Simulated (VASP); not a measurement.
## Ba2IrBrO2: single point with PBE

Crystal: Ba2IrBrO2.

```xyz
6
Lattice="4.2549 0.0000 0.0000 -2.1274 3.6848 0.0000 -2.1274 1.2283 9.7458" Properties=species:S:1:pos:R:3 pbc="T T T"
Ba    2.1274    1.2283    2.3634
Ba   -2.1274    3.6848    7.3824
Ir    0.0000    2.4566    4.8729
Br    0.0000    0.0000    0.0000
O     0.0000    2.4566    3.0894
O     0.0000    2.4566    6.6564
```

- Program: VASP 6.6.1
- Task: single point
- Functional: PBE
- Potentials or basis: VASP PAW PBE potentials, release 64 (Ba_sv, Ir_sv_GW, Br, O)
- Cutoff: 700 eV
- k mesh: 9 × 9 × 9
- Occupations: gaussian, width 0.0226 eV
- Spin: no spin polarisation

```yaml
Pressure: 8.0 GPa
Largest_force: 3.728 eV/Å
Band_gap_on_the_k_mesh: zero (bands 28 and 29 overlap by 0.25 eV)
```

Forces on the atoms (eV/Å):
```
Ba   0.000  0.000  0.525
Ba   0.000  0.000 -0.525
Ir   0.000  0.000  0.000
Br   0.000  0.000  0.000
O    0.000  0.000 -3.728
O    0.000  0.000  3.728
```

Stress tensor (GPa, compression positive):
```
 5.18  0.00  0.00
 0.00  5.18  0.00
 0.00  0.00 13.71
```

Levels at points of the mesh, in eV from the Fermi level:
```tsv
k point	band 24	band 25	band 26	band 27	band 28	band 29	band 30	band 31	band 32	band 33
(0.00, 0.00, 0.00)	-4.21	-3.26	-1.61	-1.61	-0.15	-0.15	1.70	1.78	2.80	3.46
```

Wall time 8.2 min on 1 thread of Intel(R) Xeon(R) 6975P-C (Granite Rapids), on a shared host, peak memory 0.95 GiB.

Caveat: the stress differs along the axes, from 5 to 14 GPa; spin-orbit coupling is left out, which moves the levels of the heavy elements; forces of over 1 eV/Å act on the atoms, so gaps and moduli don't describe the material at rest.
